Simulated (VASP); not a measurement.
Set up this calculation in VASP 6.6.1, as the native input.

| Quantity | Value |
| --- | --- |
| Task | single point |
| Functional | PBEsol |
| Potentials or basis | VASP PAW PBE potentials, release 64 (Al, N) |
| Cutoff | 520 eV |
| k mesh | 9 × 9 × 6 |
| Occupations | gaussian, width 0.05 eV |
| Spin | no spin polarisation |
| Dipole correction | no |
| Further INCAR settings | ALGO = Normal; EDIFF = 1e-06; NBANDS = 16 |

The structure of AlN lies in POSCAR:

```
AlN
1.0
    3.4006000000      0.0000000000      0.0000000000
   -1.7003000000      2.9450059881      0.0000000000
    0.0000000000      0.0000000000      4.1412155349
Al N
2 2
Direct
    0.3333333333      0.6666666667      0.7500000000
    0.6666666667      0.3333333333      0.2500000000
    0.3333333333      0.6666666667      0.2500000000
    0.6666666667      0.3333333333      0.7500000000
```

One way to write it, as run:

INCAR

```
  PREC = Accurate
  ENCUT = 520
  EDIFF = 1E-6
  ISMEAR = 0
  SIGMA = 0.05
  LREAL = F
  LASPH = T
  NELM = 100
  ALGO = Normal
  ISIF = 2
  LWAVE = F
  LCHARG = T
  GGA = PS
  LELF = T
  LVHAR = T
  NBANDS = 16
```

KPOINTS

```
Automatic mesh
0
Gamma
  9 9 6
```

Potentials or basis: VASP PAW PBE potentials, release 64 (Al, N).

Launch:

```bash
$ cat potpaw_PBE.64/Al/POTCAR potpaw_PBE.64/N/POTCAR > POTCAR
$ mpirun -np 1 vasp_std > vasp.out
```

It gave:

```yaml
Pressure: -11.8 GPa
Band_gap_on_the_k_mesh: 3.00 eV, direct
```

Caveat: the PAW data sets were made with another functional, which shifts forces and pressure a little.

Wall time 30 s on 1 thread of Intel Xeon 6975P-C (shared host), peak memory 0.17 GiB.
